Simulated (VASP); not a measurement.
A run of VASP 6.6.1:

File INCAR:

```
SYSTEM = Ru
PREC = Accurate
ENCUT = 520
EDIFF = 1E-6
ISMEAR = -1
SIGMA = 0.1
LREAL = .FALSE.
LASPH = .TRUE.
NELM = 100
ALGO = Normal
ISIF = 2
LWAVE = .FALSE.
LCHARG = .FALSE.
GGA = B5
ALDAX = 1.0
AGGAX = 1.0
AGGAC = 1.0
ALDAC = 0.0
NBANDS = 28
```

File KPOINTS:

```
Automatic mesh
0
G
  10 10 13
  0 0 0
```

Contents of POSCAR:

```
Ru
1.0
    4.1512642749      0.0000000000      0.0000000000
   -2.0756321374      3.5951003199      0.0000000000
    0.0000000000      0.0000000000      2.6187606147
Ru
3
Direct
    0.0000000000      0.0000000000      0.0000000000
    0.3333333333      0.6666666667      0.5000000000
    0.6666666667      0.3333333333      0.5000000000
```

Potentials or basis: VASP PAW PBE potentials, release 64 (Ru_pv).

Launch:

```console
$ cat potpaw_PBE.64/Ru_pv/POTCAR > POTCAR
$ mpirun -np 1 vasp_std > vasp.out
```

Hardware: 1 thread of Intel(R) Xeon(R) 6975P-C (Granite Rapids), with other jobs on the host.

Problem. How long does it take, and how much memory?

Solution. It took 37 s on 1 thread of Intel(R) Xeon(R) 6975P-C (Granite Rapids), with other jobs on the host, peak memory 0.2 GiB. Counts: scf iterations 14, k points 98.
